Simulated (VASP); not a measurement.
# Ir2Pt (Fm-3m) in VASP: notebook

The runs below take Ir2Pt through single point, relaxation of cell and atoms, with PBE.

Everything below comes from runs of VASP 6.6.1. Logs are shortened: lines on timing, memory, paths and dates and some standing lists are left out, and cuts for length are marked.

## 1. The cell of the first run

The structure is cubic, space group Fm-3m (No. 225). Conventional cell: a = 5.958 Å, b = 5.958 Å, c = 5.958 Å, α = 90.00°, β = 90.00°, γ = 90.00°. Within 3.4 Å of Ir (site symmetry -43m) lie 4 Pt at 2.58 Å and 6 Ir at 2.98 Å. Within 3.4 Å of Pt (site symmetry m-3m) lie 8 Ir at 2.58 Å.

The cell was built from a structure type or drawn by symmetry, and may not be a known phase.

## 2. Single point, PBE

INCAR reads:

```
PREC = Accurate
ENCUT = 500
EDIFF = 1E-6
ISMEAR = 0
SIGMA = 0.1
LREAL = False
LASPH = True
NELM = 120
ALGO = Normal
ISIF = 2
LWAVE = False
LCHARG = True
GGA = PE
LELF = True
LVHAR = True
NBANDS = 21
GGA_COMPAT = False
```

KPOINTS reads:

```
Automatic mesh
0
Gamma
  14 14 14
```

POSCAR reads:

```
Ir2Pt
1.0
    0.0000000000      2.9790248533      2.9790248533
    2.9790248533      0.0000000000      2.9790248533
    2.9790248533      2.9790248533      0.0000000000
Ir Pt
2 1
Direct
    0.2500000000      0.2500000000      0.2500000000
    0.7500000000      0.7500000000      0.7500000000
    0.0000000000      0.0000000000      0.0000000000
```

Potentials or basis: VASP PAW PBE potentials, release 64 (Ir, Pt).

On the command line:

```bash
$ cat potpaw_PBE.64/Ir/POTCAR potpaw_PBE.64/Pt/POTCAR > POTCAR
$ mpirun -np 1 vasp_std > vasp.out
```

OUTCAR:

```text
PREC = Accurate
   ENCUT = 500
   EDIFF = 1E-6
   ISMEAR = 0
   LREAL = False
   LASPH = True
   NELM = 120
   ISIF = 2
   GGA = PE

 ion  position               nearest neighbor table
   1  0.250  0.250  0.250-   3 2.58   3 2.58   3 2.58   3 2.58   2 2.98   2 2.98   2 2.98   2 2.98
                             2 2.98   2 2.98
   2  0.750  0.750  0.750-   3 2.58   3 2.58   3 2.58   3 2.58   1 2.98   1 2.98   1 2.98   1 2.98
                             1 2.98   1 2.98
   3  0.000  0.000  0.000-   2 2.58   2 2.58   2 2.58   1 2.58   1 2.58   1 2.58   2 2.58   1 2.58

  LATTYP: Found a face centered cubic cell.
 ALAT       =     5.9580497066

  Lattice vectors:

 A1 = (   0.0000000000,   2.9790248533,   2.9790248533)
 A2 = (   2.9790248533,   0.0000000000,   2.9790248533)
 A3 = (   2.9790248533,   2.9790248533,   0.0000000000)

Analysis of symmetry for initial positions (statically):
=====================================================================
 Subroutine PRICEL returns:
 Original cell was already a primitive cell.

 Routine SETGRP: Setting up the symmetry group for a
 face centered cubic supercell.

 Subroutine GETGRP returns: Found 48 space group operations
 (whereof 48 operations were pure point group operations)
 out of a pool of 48 trial point group operations.

The static configuration has the point symmetry O_h .

Analysis of symmetry for dynamics (positions and initial velocities):
=====================================================================
 Subroutine PRICEL returns:
 Original cell was already a primitive cell.

 Routine SETGRP: Setting up the symmetry group for a
 face centered cubic supercell.

 Subroutine GETGRP returns: Found 48 space group operations
 (whereof 48 operations were pure point group operations)
 out of a pool of 48 trial point group operations.

The dynamic configuration has the point symmetry O_h .

 Subroutine INISYM returns: Found 48 space group operations
 (whereof 48 operations are pure point group operations),
 and found     1 'primitive' translations

----------------------------------------------------------------------------------------

                                     Primitive cell

  volume of cell :      52.8752

  direct lattice vectors                    reciprocal lattice vectors
     0.000000000  2.979024853  2.979024853    -0.167840157  0.167840157  0.167840157
     2.979024853  0.000000000  2.979024853     0.167840157 -0.167840157  0.167840157
     2.979024853  2.979024853  0.000000000     0.167840157  0.167840157 -0.167840157

  length of vectors
     4.212977350  4.212977350  4.212977350     0.290707680  0.290707680  0.290707680

  position of ions in fractional coordinates (direct lattice)
     0.250000000  0.250000000  0.250000000
     0.750000000  0.750000000  0.750000000
     0.000000000  0.000000000  0.000000000

  ion indices of the primitive-cell ions
   primitive index   ion index
                 1           1
                 2           2
                 3           3

----------------------------------------------------------------------------------------

 KPOINTS: Automatic mesh

Automatic generation of k-mesh.
 Grid dimensions read from file:
 generate k-points for:   14   14   14

 Generating k-lattice:

  Cartesian coordinates                     Fractional coordinates (reciprocal lattice)
    -0.011988583  0.011988583  0.011988583     0.071428571  0.000000000  0.000000000
     0.011988583 -0.011988583  0.011988583     0.000000000  0.071428571  0.000000000
     0.011988583  0.011988583 -0.011988583     0.000000000  0.000000000  0.071428571

  Length of vectors
     0.020764834  0.020764834  0.020764834

  Shift w.r.t. Gamma in fractional coordinates (k-lattice)
     0.000000000  0.000000000  0.000000000

 Subroutine IBZKPT returns following result:
 ===========================================

 Found    104 irreducible k-points:

 Following reciprocal coordinates:
            Coordinates               Weight
  0.000000  0.000000  0.000000      1.000000
  0.071429  0.000000  0.000000      8.000000
  0.142857  0.000000  0.000000      8.000000
  0.214286  0.000000  0.000000      8.000000
  0.285714  0.000000  0.000000      8.000000
  0.357143  0.000000  0.000000      8.000000
[... 16 lines left out ...]
  0.214286  0.142857  0.000000     24.000000
  0.285714  0.142857  0.000000     24.000000
 [... further k-points ...]
   k-points           NKPTS =    104   k-points in BZ     NKDIM =    104   number of bands    NBANDS=     21
   number of dos      NEDOS =    301   number of ions     NIONS =      3
   total plane-waves  NPLWV =  32768
   dimension x,y,z NGX =    32 NGY =   32 NGZ =   32
   dimension x,y,z NGXF=    64 NGYF=   64 NGZF=   64
   ions per type =               2   1
   NGX,Y,Z   is equivalent  to a cutoff of  12.63, 12.63, 12.63 a.u.
   NGXF,Y,Z  is equivalent  to a cutoff of  25.25, 25.25, 25.25 a.u.
 SYSTEM =  unknown system
   PREC   = accura    normal or accurate (medium, high low for compatibility)
   ISTART =      0    job   : 0-new  1-cont  2-samecut
   ICHARG =      2    charge: 1-file 2-atom 10-const
   ISPIN  =      1    spin polarized calculation?
   LNONCOLLINEAR =      F non collinear calculations
   LSORBIT =      F    spin-orbit coupling
   LASPH  =      T    aspherical Exc in radial PAW
   ENCUT  =  500.0 eV  36.75 Ry    6.06 a.u.   7.68  7.68  7.68*2*pi/ulx,y,z
   NELM   =    120;   NELMIN=  2; NELMDL= -5     # of ELM steps
   EDIFF  = 0.1E-05   stopping-criterion for ELM
   LREAL  =      F    real-space projection
   EDIFFG = 0.1E-04   stopping-criterion for IOM
   NSW    =      0    number of steps for IOM
   IBRION =     -1    ionic relax: 0-MD 1-quasi-New 2-CG
   NFREE  =      0    steps in history (QN), initial steepest desc. (CG)
   ISIF   =      2    stress and relaxation
   ISYM   =      2    0-nonsym 1-usesym 2-fastsym
   POTIM  = 0.5000    time-step for ionic-motion
   TEBEG  =    0.0;   TEEND  =   0.0 temperature during run
   PSTRESS=    0.0 pullay stress
   NELECT =      28.0000    total number of electrons
   NUPDOWN=      -1.0000    fix difference up-down
   EMIN   =  10.00;   EMAX   =-10.00  energy-range for DOS
   EFERMI =   0.00;   METHOD = LEGACY
   ISMEAR =     0;   SIGMA  =   0.10  broadening in eV -4-tet -1-fermi 0-gaus
   EFERMI_NEDOS =   21; number of points for ismear=-14 and -15
   IALGO  =     38    algorithm
   IMIX   =      4    mixing-type and parameters
     AMIX     =   0.40;   BMIX     =  1.00
     AMIX_MAG =   1.60;   BMIX_MAG =  1.00
  volume/ion in A,a.u.               =      17.63       118.94
  Fermi-wavevector in a.u.,A,eV,Ry     =   1.324474  2.502893 23.867761  1.754231
  Thomas-Fermi vector in A             =   2.454006
   LORBIT       =      0    0 simple, 1 ext, 2 COOP (PROOUT), +10 PAW based schemes
   GGA     = PE    functional components
   LHFCALC =     F    Hartree Fock is set to
   AEXX    =    0.0000 exact exchange contribution
   IVDW    =     0    specifies the selected vdW correction
   LEPSILON=     F    determine dielectric tensor
   LRPA    =     F    only Hartree local field effects (RPA)
 non-spin polarized calculation
 Gauss-broadening in eV      SIGMA  =   0.10
  energy-cutoff  :      500.00
  volume of cell :       52.88
 maximum number of plane-waves:      1363
   NGX = 15   NGY = 15   NGZ = 15

 number of electron      27.9999998 magnetization

 Free energy of the ion-electron system (eV)
  ---------------------------------------------------
  ext. energy  EPLUGINS =         0.00000000
  ---------------------------------------------------
  free energy    TOTEN  =       -21.62953427 eV

  energy without entropy =      -21.61247552  energy(sigma->0) =      -21.62100490

 E-fermi :   7.7540     XC(G=0): -12.4248

 val. band max:        7.7537324553   @ k =   0.5000   0.2857   0.0714
 cond. band min:       7.7673665255   @ k =   0.5000   0.3571   0.0714
 fundamental gap:      0.0136340702
 Fermi energy:         7.7539887663

 k-point     1 :       0.0000    0.0000    0.0000
  band No.  band energies     occupation
      1      -1.4457      2.00000
      2       1.6315      2.00000
      3       1.6315      2.00000
      4       2.9225      2.00000
      5       2.9225      2.00000
      6       2.9225      2.00000
[... 13 lines left out ...]
     20      16.9368      0.00000
     21      16.9368      0.00000

 k-point     2 :       0.0714    0.0000    0.0000
  band No.  band energies     occupation
      1      -1.3629      2.00000
      2       1.6698      2.00000
      3       1.6698      2.00000
      4       2.8007      2.00000
      5       2.8764      2.00000
      6       2.8764      2.00000
[... 13 lines left out ...]
     20      16.8114      0.00000
     21      16.9158      0.00000

 k-point     3 :       0.1429    0.0000    0.0000
  band No.  band energies     occupation
      1      -1.1197      2.00000
      2       1.7826      2.00000
      3       1.7826      2.00000
      4       2.5853      2.00000
      5       2.7738      2.00000
      6       2.7738      2.00000
[... 13 lines left out ...]
     20      16.5560      0.00000
     21      17.3041      0.00000
[... 457 lines left out ...]
 k-point    23 :       0.2143    0.1429    0.0000
  band No.  band energies     occupation
      1      -0.7327      2.00000
      2       1.9049      2.00000
      3       1.9796      2.00000
      4       2.4773      2.00000
      5       2.5794      2.00000
      6       2.5939      2.00000
[... 13 lines left out ...]
     20      15.6211      0.00000
     21      16.3378      0.00000

 k-point    24 :       0.2857    0.1429    0.0000
  band No.  band energies     occupation
      1      -0.3251      2.00000
      2       2.0433      2.00000
      3       2.1736      2.00000
      4       2.3096      2.00000
      5       2.4446      2.00000
      6       2.5344      2.00000
[... 13 lines left out ...]
     20      15.8525      0.00000
     21      17.2228      0.00000

 [... further k-points ...]

------------------------ aborting loop because EDIFF is reached ----------------------------------------

  FORCE on cell =-STRESS in cart. coord.  units (eV):
  Direction    XX          YY          ZZ          XY          YZ          ZX
  --------------------------------------------------------------------------------------
  -------------------------------------------------------------------------------------
  Total       -0.0929657     -0.0929657     -0.0929657     -0.0000000     -0.0000000     -0.0000000
  in kB       -2.8169632     -2.8169632     -2.8169632     -0.0000000     -0.0000000     -0.0000000
  external PRESSURE =      -2.8169632 kB  Pullay stress =       0.0000000 kB

 VOLUME and BASIS-vectors are now :
 -----------------------------------------------------------------------------
  energy-cutoff  :      500.00
  volume of cell :       52.88
      direct lattice vectors                 reciprocal lattice vectors
     0.000000000  2.979024853  2.979024853    -0.167840157  0.167840157  0.167840157
     2.979024853  0.000000000  2.979024853     0.167840157 -0.167840157  0.167840157
     2.979024853  2.979024853  0.000000000     0.167840157  0.167840157 -0.167840157

 POSITION                                       TOTAL-FORCE (eV/Angst)
 -----------------------------------------------------------------------------------
      1.48951      1.48951      1.48951        -0.000000     -0.000000     -0.000000
      4.46854      4.46854      4.46854         0.000000      0.000000      0.000000
      0.00000      0.00000      0.00000         0.000000      0.000000     -0.000000
 -----------------------------------------------------------------------------------
    total drift:                                0.000000     -0.000000      0.000000

  FREE ENERGIE OF THE ION-ELECTRON SYSTEM (eV)
  ---------------------------------------------------
  free  energy   TOTEN  =       -21.6295342747 eV

  energy  without entropy=      -21.6124755241  energy(sigma->0) =      -21.62100490
```

Run time: 32 s. Hardware: 1 thread of Intel Xeon 6975P-C (Granite Rapids), shared host; peak memory 0.25 GiB.

What came out:

```
Free energy            : -21.6295 eV
Pressure               : -0.3 GPa
Band gap on the k mesh : zero (bands 14 and 15 overlap by 0.64 eV)
```

Levels at points of the mesh, in eV from the Fermi level:
```
           k point  band 12  band 13  band 14  band 15  band 16  band 17
(0.00, 0.00, 0.00)     0.10     0.10     0.10     0.65     0.65     7.66
(0.50, 0.00, 0.00)    -1.94    -0.71    -0.71     0.21     0.21     1.30
(0.50, 0.50, 0.00)    -0.66     0.42     0.55     0.61     0.61     1.57
```

Caveat: spin-orbit coupling is left out, which moves the levels of the heavy elements.

## 3. Relaxation of cell and atoms, PBE

INCAR reads:

```
ALGO = Normal
EDIFF = 1E-7
EDIFFG = -0.01
ENCUT = 500
GGA = PE
GGA_COMPAT = F
IBRION = 2
ISIF = 3
ISMEAR = 0
LASPH = T
LCHARG = F
LREAL = F
LWAVE = F
NELM = 120
NELMIN = 4
NSW = 100
PREC = Accurate
SIGMA = 0.1
```

KPOINTS reads:

```
k-points
0
Gamma
  14 14 14
```

POSCAR reads:

```
Ir2Pt
1.0
    0.0000000000      2.9786666806      2.9786666806
    2.9786666806      0.0000000000      2.9786666806
    2.9786666806      2.9786666806      0.0000000000
Ir Pt
2 1
Direct
    0.2500000000      0.2500000000      0.2500000000
    0.7500000000      0.7500000000      0.7500000000
    0.0000000000      0.0000000000      0.0000000000
```

Potentials or basis: VASP PAW PBE potentials, release 64 (Ir, Pt).

On the command line:

```bash
$ cat potpaw_PBE.64/Ir/POTCAR potpaw_PBE.64/Pt/POTCAR > POTCAR
$ mpirun -np 1 vasp_std > vasp.out
```

Wall time 66 s (1 thread of Intel Xeon 6975P-C (Granite Rapids), shared host); peak memory 0.24 GiB.

It converged, with:

```
Free energy                           : -21.6296 eV
Relaxed volume                        : 17.60 Å³/atom
Relaxed cell                          : a = 4.211 Å, b = 4.211 Å, c = 4.211 Å, α = 60.00°, β = 60.00°, γ = 60.00°
Space group after relaxing (to 0.1 Å) : Fm-3m (No. 225)
Energy gained by relaxing             : 0.0 meV/atom
Ionic steps                           : 3
Pressure after relaxing               : 0.0 GPa
Band gap on the k mesh                : zero (bands 14 and 15 overlap by 0.64 eV)
```

Final structure:
```
Ir Pt
1.0
     0.00000    2.97784    2.97784
     2.97784    0.00000    2.97784
     2.97784    2.97784    0.00000
Ir Pt
2 1
Direct
  0.25000 0.25000 0.25000
  0.75000 0.75000 0.75000
  0.00000 0.00000 0.00000
```

Levels at points of the mesh, in eV from the Fermi level:
```tsv
k point	band 12	band 13	band 14	band 15	band 16	band 17
(0.00, 0.00, 0.00)	0.10	0.10	0.10	0.65	0.65	7.67
(0.50, 0.00, 0.00)	-1.94	-0.71	-0.71	0.21	0.21	1.30
(0.50, 0.50, 0.00)	-0.66	0.42	0.55	0.61	0.61	1.57
```

Caveat: spin-orbit coupling is left out, which moves the levels of the heavy elements.
